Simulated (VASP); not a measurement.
Input of a VASP 6.6.1 run:

File INCAR:

```
  PREC = Accurate
  ENCUT = 520
  EDIFF = 1E-6
  ISMEAR = -1
  SIGMA = 0.02
  LREAL = Auto
  LASPH = True
  NELM = 100
  ALGO = Normal
  ISIF = 2
  LWAVE = False
  LCHARG = False
  GGA = CA
  NBANDS = 52
```

File KPOINTS:

```
Automatic mesh
0
Gamma
  2 2 2
```

File POSCAR:

```
TiSi16
1.0
    0.0000000000      5.4300000000      5.4300000000
    5.4300000000      0.0000000000      5.4300000000
    5.4300000000      5.4300000000      0.0000000000
Si Ti
16 1
Direct
    0.0030870166      0.0025768877     -0.0092185083
    0.1271060773      0.1265952118      0.1129806630
    0.0064052486      0.0060601289      0.4871231123
    0.1264186004      0.1258476980      0.6208255985
    0.0073479742      0.5003658379     -0.0089842541
    0.1270864641      0.6323857274      0.1130069061
    0.0066591160      0.4992753223      0.4871012891
    0.1406233886      0.6241296501      0.6100042357
    0.5008790055      0.0069497238     -0.0091432781
    0.6328694291      0.1266031308      0.1129801105
    0.4998807551      0.0061827808      0.4871043278
    0.6246116943      0.1403927256      0.6098579190
    0.5008363720      0.5003682320     -0.0088906998
    0.6255932781      0.6250976980      0.1233284530
    0.5044391344      0.5042735727      0.4866687845
    0.6248324125      0.6242464088      0.6100705341
    0.7540687845      0.7537715470      0.7378030387
```

Potentials or basis: VASP PAW LDA potentials, release 64 (Si, Ti_sv).

Run with:

```console
$ cat potpaw_LDA.64/Si/POTCAR potpaw_LDA.64/Ti_sv/POTCAR > POTCAR
$ mpirun -np 1 vasp_std > vasp.out
```

Task: Predict the largest force.

Result: 0.045 eV/Å.

Task: Predict the band gap on the k mesh.

Result: Zero (band 38 reaches 6.84 eV, above the bottom of band 39 at 6.44 eV).

Task: Estimate the pressure.

Result: 0.1 GPa.

Forces in eV/Å, atoms in the order of the input:
```
Si   0.009  0.009 -0.009
Si   0.020  0.020  0.016
Si  -0.014 -0.013  0.007
Si  -0.027 -0.026  0.025
Si   0.000  0.014 -0.002
Si  -0.018  0.023 -0.022
Si  -0.004 -0.014  0.012
Si   0.001 -0.002  0.001
Si   0.016  0.002 -0.002
Si   0.023 -0.017 -0.020
Si  -0.015 -0.005  0.012
Si   0.001 -0.001  0.002
Si   0.000  0.002 -0.014
Si   0.011  0.009 -0.009
Si   0.001  0.002 -0.002
Si   0.001  0.000  0.004
Ti  -0.003 -0.002  0.001
```

Caveat: the k points lie up to 0.50 Å⁻¹ apart.
